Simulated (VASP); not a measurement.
# V in VASP: notebook

V is run at these levels: PBEsol; tasks: single point.

All numbers are computed with VASP 6.6.1; they aren't measurements. Logs are shortened: lines on timing, memory, paths and dates and some standing lists are left out, and cuts for length are marked.

### Step 1. The cell of the first run

Symmetry: I4/mmm, No. 139, tetragonal system. Conventional cell: a = 2.935 Å, b = 2.935 Å, c = 3.071 Å, α = 90.00°, β = 90.00°, γ = 90.00°. V (site symmetry 4/mmm) has 14 V at 2.58 to 3.07 Å within 3.4 Å.

### Step 2. Single point, PBEsol (strain -0.030 along x and y, +0.015 along z)

INCAR

```
PREC = Accurate ; ENCUT = 520
EDIFF = 1E-7 ; ISMEAR = 0
SIGMA = 0.15 ; LREAL = False
LASPH = True ; NELM = 100
ALGO = Fast ; ISIF = 2
LWAVE = False ; LCHARG = True
GGA = PS ; LELF = True
LVHAR = True ; NBANDS = 12
```

KPOINTS

```
Automatic mesh
0
Gamma
  22 22 22
```

POSCAR

```
V
1.0
   -1.4676100000      1.4676100000      1.5356950000
    1.4676100000     -1.4676100000      1.5356950000
    1.4676100000      1.4676100000     -1.5356950000
V
1
Direct
    0.0000000000      0.0000000000      0.0000000000
```

Potentials or basis: VASP PAW PBE potentials, release 64 (V_sv).

Launch:

```bash
$ cat potpaw_PBE.64/V_sv/POTCAR > POTCAR
$ mpirun -np 1 vasp_std > vasp.out
```

OUTCAR:

```text
PREC = Accurate
   ENCUT = 520
   EDIFF = 1E-7
   ISMEAR = 0
   LREAL = False
   LASPH = True
   NELM = 100
   ISIF = 2
   GGA = PS

 ion  position               nearest neighbor table
   1  0.000  0.000  0.000-

  LATTYP: Found a body centered tetragonal cell.
 ALAT       =     2.9352200000
 C/A-ratio  =     1.0463917526

  Lattice vectors:

 A1 = (  -1.4676100000,   1.4676100000,   1.5356950000)
 A2 = (   1.4676100000,  -1.4676100000,   1.5356950000)
 A3 = (   1.4676100000,   1.4676100000,  -1.5356950000)

Analysis of symmetry for initial positions (statically):
=====================================================================
 Subroutine PRICEL returns:
 Original cell was already a primitive cell.

 Routine SETGRP: Setting up the symmetry group for a
 body centered tetragonal supercell.

 Subroutine GETGRP returns: Found 16 space group operations
 (whereof 16 operations were pure point group operations)
 out of a pool of 16 trial point group operations.

The static configuration has the point symmetry D_4h.

Analysis of symmetry for dynamics (positions and initial velocities):
=====================================================================
 Subroutine PRICEL returns:
 Original cell was already a primitive cell.

 Routine SETGRP: Setting up the symmetry group for a
 body centered tetragonal supercell.

 Subroutine GETGRP returns: Found 16 space group operations
 (whereof 16 operations were pure point group operations)
 out of a pool of 16 trial point group operations.

The dynamic configuration has the point symmetry D_4h.

 Subroutine INISYM returns: Found 16 space group operations
 (whereof 16 operations are pure point group operations),
 and found     1 'primitive' translations

----------------------------------------------------------------------------------------

                                     Primitive cell

  volume of cell :      13.2308

  direct lattice vectors                    reciprocal lattice vectors
    -1.467610000  1.467610000  1.535695000     0.000000000  0.340689965  0.325585484
     1.467610000 -1.467610000  1.535695000     0.340689965  0.000000000  0.325585484
     1.467610000  1.467610000 -1.535695000     0.340689965  0.340689965  0.000000000

  length of vectors
     2.581882522  2.581882522  2.581882522     0.471248936  0.471248936  0.481808370

  position of ions in fractional coordinates (direct lattice)
     0.000000000  0.000000000  0.000000000

  ion indices of the primitive-cell ions
   primitive index   ion index
                 1           1

----------------------------------------------------------------------------------------

 KPOINTS: Automatic mesh

Automatic generation of k-mesh.
 Grid dimensions read from file:
 generate k-points for:   22   22   22

 Generating k-lattice:

  Cartesian coordinates                     Fractional coordinates (reciprocal lattice)
     0.000000000  0.015485908  0.014799340     0.045454545 -0.000000000  0.000000000
     0.015485908  0.000000000  0.014799340    -0.000000000  0.045454545  0.000000000
     0.015485908  0.015485908  0.000000000     0.000000000  0.000000000  0.045454545

  Length of vectors
     0.021420406  0.021420406  0.021900380

  Shift w.r.t. Gamma in fractional coordinates (k-lattice)
     0.000000000  0.000000000  0.000000000

 Subroutine IBZKPT returns following result:
 ===========================================

 Found    834 irreducible k-points:

 Following reciprocal coordinates:
            Coordinates               Weight
  0.000000  0.000000  0.000000      1.000000
  0.045455 -0.000000  0.000000      8.000000
  0.090909 -0.000000  0.000000      8.000000
  0.136364 -0.000000  0.000000      8.000000
  0.181818 -0.000000  0.000000      8.000000
  0.227273 -0.000000  0.000000      8.000000
[... 16 lines left out ...]
  0.500000  0.045455  0.000000     16.000000
 -0.454545  0.045455 -0.000000     16.000000
 [... further k-points ...]
   k-points           NKPTS =    834   k-points in BZ     NKDIM =    834   number of bands    NBANDS=     12
   number of dos      NEDOS =    301   number of ions     NIONS =      1
   total plane-waves  NPLWV =   8000
   dimension x,y,z NGX =    20 NGY =   20 NGZ =   20
   dimension x,y,z NGXF=    40 NGYF=   40 NGZF=   40
   ions per type =               1
   NGX,Y,Z   is equivalent  to a cutoff of  12.88, 12.88, 12.88 a.u.
   NGXF,Y,Z  is equivalent  to a cutoff of  25.76, 25.76, 25.76 a.u.
 SYSTEM =  unknown system
   PREC   = accura    normal or accurate (medium, high low for compatibility)
   ISTART =      0    job   : 0-new  1-cont  2-samecut
   ICHARG =      2    charge: 1-file 2-atom 10-const
   ISPIN  =      1    spin polarized calculation?
   LNONCOLLINEAR =      F non collinear calculations
   LSORBIT =      F    spin-orbit coupling
   LASPH  =      T    aspherical Exc in radial PAW
   ENCUT  =  520.0 eV  38.22 Ry    6.18 a.u.   4.80  4.80  4.80*2*pi/ulx,y,z
   NELM   =    100;   NELMIN=  2; NELMDL= -5     # of ELM steps
   EDIFF  = 0.1E-06   stopping-criterion for ELM
   LREAL  =      F    real-space projection
   EDIFFG = 0.1E-05   stopping-criterion for IOM
   NSW    =      0    number of steps for IOM
   IBRION =     -1    ionic relax: 0-MD 1-quasi-New 2-CG
   NFREE  =      0    steps in history (QN), initial steepest desc. (CG)
   ISIF   =      2    stress and relaxation
   ISYM   =      2    0-nonsym 1-usesym 2-fastsym
   POTIM  = 0.5000    time-step for ionic-motion
   TEBEG  =    0.0;   TEEND  =   0.0 temperature during run
   PSTRESS=    0.0 pullay stress
   NELECT =      13.0000    total number of electrons
   NUPDOWN=      -1.0000    fix difference up-down
   EMIN   =  10.00;   EMAX   =-10.00  energy-range for DOS
   EFERMI =   0.00;   METHOD = LEGACY
   ISMEAR =     0;   SIGMA  =   0.15  broadening in eV -4-tet -1-fermi 0-gaus
   EFERMI_NEDOS =   21; number of points for ismear=-14 and -15
   IALGO  =     68    algorithm
   IMIX   =      4    mixing-type and parameters
     AMIX     =   0.40;   BMIX     =  1.00
     AMIX_MAG =   1.60;   BMIX_MAG =  1.00
  volume/ion in A,a.u.               =      13.23        89.29
  Fermi-wavevector in a.u.,A,eV,Ry     =   1.627523  3.075573 36.039544  2.648832
  Thomas-Fermi vector in A             =   2.720304
   LORBIT       =      0    0 simple, 1 ext, 2 COOP (PROOUT), +10 PAW based schemes
   GGA     = PS    functional components
   LHFCALC =     F    Hartree Fock is set to
   AEXX    =    0.0000 exact exchange contribution
   IVDW    =     0    specifies the selected vdW correction
   LEPSILON=     F    determine dielectric tensor
   LRPA    =     F    only Hartree local field effects (RPA)
 non-spin polarized calculation
 RMM-DIIS sequential band-by-band and
 Gauss-broadening in eV      SIGMA  =   0.15
  energy-cutoff  :      520.00
  volume of cell :       13.23
 maximum number of plane-waves:       382
   NGX =  9   NGY =  9   NGZ =  9

 number of electron      12.9999997 magnetization

 Free energy of the ion-electron system (eV)
  ---------------------------------------------------
  ext. energy  EPLUGINS =         0.00000000
  ---------------------------------------------------
  free energy    TOTEN  =        -9.63325745 eV

  energy without entropy =       -9.61335459  energy(sigma->0) =       -9.62330602

 E-fermi :   9.7984     XC(G=0): -13.1562

 val. band max:        9.7975861387   @ k =   0.1818   0.0455   0.0000
 cond. band min:       9.8004300233   @ k =  -0.1364   0.1364   0.0455
 fundamental gap:      0.0028438846
 Fermi energy:         9.7984370995

 k-point     1 :       0.0000    0.0000    0.0000
  band No.  band energies     occupation
      1     -53.6667      2.00000
      2     -27.0378      2.00000
      3     -27.0376      2.00000
      4     -27.0376      2.00000
      5       3.1496      2.00000
      6      10.0971      0.00487
      7      10.0971      0.00487
      8      10.4530      0.00000
      9      12.0321      0.00000
     10      12.4383      0.00000
     11      29.8201      0.00000
     12      30.7406      0.00000

 k-point     2 :       0.0455   -0.0000    0.0000
  band No.  band energies     occupation
      1     -53.6625      2.00000
      2     -27.0582      2.00000
      3     -27.0436      2.00000
      4     -27.0377      2.00000
      5       3.2338      2.00000
      6      10.0917      0.00569
      7      10.1077      0.00354
      8      10.4676      0.00000
      9      12.0023      0.00000
     10      12.4242      0.00000
     11      29.7843      0.00000
     12      30.6373      0.00000

 k-point     3 :       0.0909   -0.0000    0.0000
  band No.  band energies     occupation
      1     -53.6501      2.00000
      2     -27.1179      2.00000
      3     -27.0608      2.00000
      4     -27.0378      2.00000
      5       3.4819      2.00000
      6      10.0677      0.01112
      7      10.0800      0.00793
      8      10.5726      0.00000
      9      11.9204      0.00000
     10      12.3955      0.00000
     11      29.5740      0.00000
     12      30.3736      0.00000
[... 286 lines left out ...]
 k-point    23 :       0.5000    0.0455    0.0000
  band No.  band energies     occupation
      1     -53.4530      2.00000
      2     -27.9947      2.00000
      3     -27.3284      2.00000
      4     -27.0469      2.00000
      5       6.6075      2.00000
      6       8.7866      2.00000
      7      11.1089      0.00000
      8      12.0548      0.00000
      9      12.7425      0.00000
     10      14.1047      0.00000
     11      20.1249      0.00000
     12      25.9764      0.00000

 k-point    24 :      -0.4545    0.0455   -0.0000
  band No.  band energies     occupation
      1     -53.4614      2.00000
      2     -27.9592      2.00000
      3     -27.3166      2.00000
      4     -27.0474      2.00000
      5       6.5965      2.00000
      6       8.8372      2.00000
      7      10.7693      0.00000
      8      12.0493      0.00000
      9      12.6994      0.00000
     10      13.8903      0.00000
     11      20.7148      0.00000
     12      26.1732      0.00000

 [... further k-points ...]

------------------------ aborting loop because EDIFF is reached ----------------------------------------

  FORCE on cell =-STRESS in cart. coord.  units (eV):
  Direction    XX          YY          ZZ          XY          YZ          ZX
  --------------------------------------------------------------------------------------
  -------------------------------------------------------------------------------------
  Total       -0.1338593     -0.1338593     -0.6293045      0.0000000      0.0000000      0.0000000
  in kB      -16.2096155    -16.2096155    -76.2052877      0.0000000      0.0000000      0.0000000
  external PRESSURE =     -36.2081729 kB  Pullay stress =       0.0000000 kB

 VOLUME and BASIS-vectors are now :
 -----------------------------------------------------------------------------
  energy-cutoff  :      520.00
  volume of cell :       13.23
      direct lattice vectors                 reciprocal lattice vectors
    -1.467610000  1.467610000  1.535695000     0.000000000  0.340689965  0.325585484
     1.467610000 -1.467610000  1.535695000     0.340689965  0.000000000  0.325585484
     1.467610000  1.467610000 -1.535695000     0.340689965  0.340689965  0.000000000

 POSITION                                       TOTAL-FORCE (eV/Angst)
 -----------------------------------------------------------------------------------
      0.00000      0.00000      0.00000         0.000000      0.000000      0.000000
 -----------------------------------------------------------------------------------
    total drift:                                0.000000     -0.000000      0.000000

  FREE ENERGIE OF THE ION-ELECTRON SYSTEM (eV)
  ---------------------------------------------------
  free  energy   TOTEN  =        -9.6332574490 eV

  energy  without entropy=       -9.6133545939  energy(sigma->0) =       -9.62330602
```

Run time: 1.7 min. Hardware: 1 thread of AMD EPYC 7R13 (Zen 3), shared host; peak memory 0.2 GiB.

Results:

- Free energy: -9.6333 eV
- Pressure: -3.6 GPa

Levels at points of the mesh, in eV from the Fermi level:
```
           k point  band 5  band 6  band 7  band 8  band 9  band 10
(0.00, 0.00, 0.00)   -6.65    0.30    0.30    0.65    2.23     2.64
(0.50, 0.00, 0.00)   -3.24   -1.02    1.58    2.24    2.85     4.20
(0.50, 0.50, 0.00)   -3.29   -1.46    1.96    2.73    2.96     4.26
(0.50, 0.50, 0.50)   -3.17   -3.03    3.76    3.86    3.86     9.35
```

Caveat: the cell differs from its parent crystal (strain -0.030 along x and y, +0.015 along z); the PAW data sets were made with another functional, which shifts forces and pressure a little.

### Step 3. Single point, PBEsol (strain -0.030 along x and y, -0.030 along z)

INCAR

```
PREC = Accurate
ENCUT = 520
EDIFF = 1E-6
ISMEAR = 0
SIGMA = 0.15
LREAL = F
LASPH = T
NELM = 100
ALGO = Normal
ISIF = 2
LWAVE = F
LCHARG = F
GGA = PS
NBANDS = 12
```

KPOINTS is that of step 2.

POSCAR

```
V
1.0
   -1.4676100000      1.4676100000      1.4676100000
    1.4676100000     -1.4676100000      1.4676100000
    1.4676100000      1.4676100000     -1.4676100000
V
1
Direct
    0.0000000000      0.0000000000      0.0000000000
```

Potentials or basis: VASP PAW PBE potentials, release 64 (V_sv).

Launch:

```bash
$ cat potpaw_PBE.64/V_sv/POTCAR > POTCAR
$ mpirun -np 1 vasp_std > vasp.out
```

Wall time 30 s (1 thread of AMD EPYC 7R43 (Zen 3), shared host); peak memory 0.13 GiB.

Results (log left out):

```yaml
Free_energy: -9.6385 eV
Pressure: 5.2 GPa
```

Levels at points of the mesh, in eV from the Fermi level:
```tsv
k point	band 4	band 5	band 6	band 7	band 8	band 9
(0.00, 0.00, 0.00)	-36.70	-6.74	0.42	0.42	0.42	2.59
(0.50, 0.00, 0.00)	-36.71	-3.42	-1.27	1.88	2.61	2.99
(0.50, 0.50, 0.50)	-37.45	-3.32	-3.32	4.05	4.05	4.05
```

Caveat: the cell differs from its parent crystal (strain -0.030 along x and y, -0.030 along z); the PAW data sets were made with another functional, which shifts forces and pressure a little.

### Step 4. Single point, PBEsol (strain -0.015 along x and y, -0.015 along z)

INCAR

```
SYSTEM = V
  PREC = Accurate
  ENCUT = 520
  EDIFF = 1E-7
  ISMEAR = 0
  SIGMA = 0.15
  LREAL = .FALSE.
  LASPH = .TRUE.
  NELM = 60
  ALGO = Normal
  ISIF = 2
  LWAVE = .FALSE.
  LCHARG = .FALSE.
  GGA = PS
  NBANDS = 12
```

KPOINTS

```
regular mesh
0
G
  22 22 22
  0 0 0
```

POSCAR

```
V
1.0
   -1.4903050000      1.4903050000      1.4903050000
    1.4903050000     -1.4903050000      1.4903050000
    1.4903050000      1.4903050000     -1.4903050000
V
1
Direct
    0.0000000000      0.0000000000      0.0000000000
```

Launch:

```bash
$ cat potpaw_PBE.64/V_sv/POTCAR > POTCAR
$ mpirun -np 1 vasp_std > vasp.out
```

It took 39 s on 1 thread of AMD EPYC 7R43 (Zen 3), shared host; peak memory 0.13 GiB.

Results (log left out):

```yaml
Free_energy: -9.6405 eV
Pressure: -3.9 GPa
```

Levels at points of the mesh, in eV from the Fermi level:
```
           k point  band 4  band 5  band 6  band 7  band 8  band 9  band 10  band 11
(0.00, 0.00, 0.00)  -36.83   -6.64    0.41    0.41    0.41    2.46     2.46    20.61
(0.50, 0.00, 0.00)  -36.84   -3.25   -1.17    1.70    2.47    2.83     4.23    10.38
(0.50, 0.50, 0.50)  -37.49   -3.09   -3.09    3.82    3.82    3.82    10.33    10.33
```

Caveat: the cell differs from its parent crystal (strain -0.015 along x and y, -0.015 along z); the PAW data sets were made with another functional, which shifts forces and pressure a little.

### Step 5. Single point, PBEsol (strain +0.015 along x and y, +0.015 along z)

INCAR

```
ALGO = Normal
EDIFF = 1E-6
ENCUT = 520
GGA = PS
ISIF = 2
ISMEAR = 0
LASPH = True
LCHARG = False
LREAL = False
LWAVE = False
NBANDS = 12
NELM = 80
PREC = Accurate
SIGMA = 0.15
```

KPOINTS

```
k-points
0
Gamma
  22 22 22
```

POSCAR

```
V
1.0
   -1.5356950000      1.5356950000      1.5356950000
    1.5356950000     -1.5356950000      1.5356950000
    1.5356950000      1.5356950000     -1.5356950000
V
1
Direct
    0.0000000000      0.0000000000      0.0000000000
```

Launch:

```bash
$ cat potpaw_PBE.64/V_sv/POTCAR > POTCAR
$ mpirun -np 1 vasp_std > vasp.out
```

It took 38 s on 1 thread of AMD EPYC 7R43 (Zen 3), shared host; peak memory 0.13 GiB.

It converged, with:

```yaml
Free_energy: -9.5532 eV
Pressure: -17.6 GPa
```

Levels at points of the mesh, in eV from the Fermi level:
| k point | band 3 | band 4 | band 5 | band 6 | band 7 | band 8 | band 9 | band 10 | band 11 | band 12 |
| --- | --- | --- | --- | --- | --- | --- | --- | --- | --- | --- |
| (0.00, 0.00, 0.00) | -37.08 | -37.08 | -6.43 | 0.39 | 0.39 | 0.39 | 2.21 | 2.21 | 19.92 | 19.92 |
| (0.50, 0.00, 0.00) | -37.31 | -37.08 | -2.95 | -1.01 | 1.41 | 2.20 | 2.53 | 3.75 | 9.29 | 15.34 |
| (0.50, 0.50, 0.50) | -37.58 | -37.58 | -2.69 | -2.69 | 3.40 | 3.40 | 3.40 | 9.51 | 9.51 | 9.51 |

Caveat: the cell differs from its parent crystal (strain +0.015 along x and y, +0.015 along z); the PAW data sets were made with another functional, which shifts forces and pressure a little.

[end of part 1 of 2]
